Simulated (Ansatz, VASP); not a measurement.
**Two plane-wave programs on Ga2S**

```xyz
3
Lattice="4.3452 0.0000 0.0000 -2.1726 3.7630 0.0000 0.0000 0.0000 3.7289" Properties=species:S:1:pos:R:3 pbc="T T T"
Ga    0.0000    2.5087    1.8645
Ga    2.1726    1.2543    1.8645
S     0.0000    0.0000    0.0000
```

Change from the starting cell: species swapped into the TiB2 type (P6/mmm, No. 191).

Alike in both runs: functional PBE; k mesh 4 × 4 × 4; occupations gaussian, width 0.15 eV; no spin polarisation.

Ansatz relaxed the structure, and its values are those at the end. VASP's run is a single point on that final structure, the one shown.

|  | VASP | Ansatz |
| --- | --- | --- |
| version | VASP 6.6.1 | Ansatz 0.2.0 |
| potentials or method | VASP PAW PBE potentials, release 64 (Ga_d, S), cutoff 500 eV | scalar-relativistic, plane waves, PAW |
| valence electrons in the cell | 32 | 32 |

|  | VASP | Ansatz | Ansatz less VASP |
| --- | --- | --- | --- |
| gap on the k mesh at the Fermi level (eV) | none | none | - |
| pressure (GPa) | 0.5 | 0.4 | -0.04 |

A gap of «none» marks a metal or a gap that the smearing closes.

The k mesh is coarse, so the values compare programs but aren't converged.
